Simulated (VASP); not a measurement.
Runs of VASP 6.6.1 on HOs. The structure is that of space group P6_3mc (No. 186), or close to it. The cells are those of the table. 

```tsv
task	potentials or basis	cell	k mesh	cutoff (eV)	second run	gap on the mesh (eV)	pressure (GPa)	largest force (eV/Å)
single point	VASP PAW PBE potentials, release 64 (H, Os)	a = 2.922, b = 2.922, c = 4.808 Å, angles 90.0, 90.0, 120.0°, 4 atoms	18 × 18 × 10	520	-	none	1.1	-
relaxation of cell and atoms	VASP PAW PBE potentials, release 64 (H, Os)	relaxed from a = 3.133, b = 3.133, c = 5.017 Å, angles 90.0, 90.0, 120.0°, 4 atoms	6 × 6 × 4	600	-	none	0.2	0.01
single point	VASP PAW PBE potentials, release 64 (H, Os)	a = 3.133, b = 3.133, c = 5.017 Å, angles 90.0, 90.0, 120.0°, 4 atoms	6 × 6 × 4	520	-	none	(a)	0.02
single point	VASP PAW PBE potentials, release 64 (H, Os)	a = 2.957, b = 2.957, c = 4.692 Å, angles 90.0, 90.0, 120.0°, 4 atoms	6 × 6 × 4	520	-	none	1.1	-
single point	VASP PAW PBE potentials, release 64 (H, Os_sv_GW)	a = 2.957, b = 2.957, c = 4.692 Å, angles 90.0, 90.0, 120.0°, 4 atoms	6 × 6 × 4	500	valence_matched	none	-2.2	-
```

Alike in all rows: level PBE; no spin polarisation; smearing gaussian 0.1 eV.

Fill in the values left out.

(a) -33.0.

Caveats: some runs use coarse meshes; spin-orbit coupling is left out, which moves the levels of the heavy elements.

A k mesh can miss the band edges, and the runs leave out spin-orbit coupling on Os.

A gap of «none» marks levels without a gap at the run's occupations.

The runs don't all hold the same shells in valence.
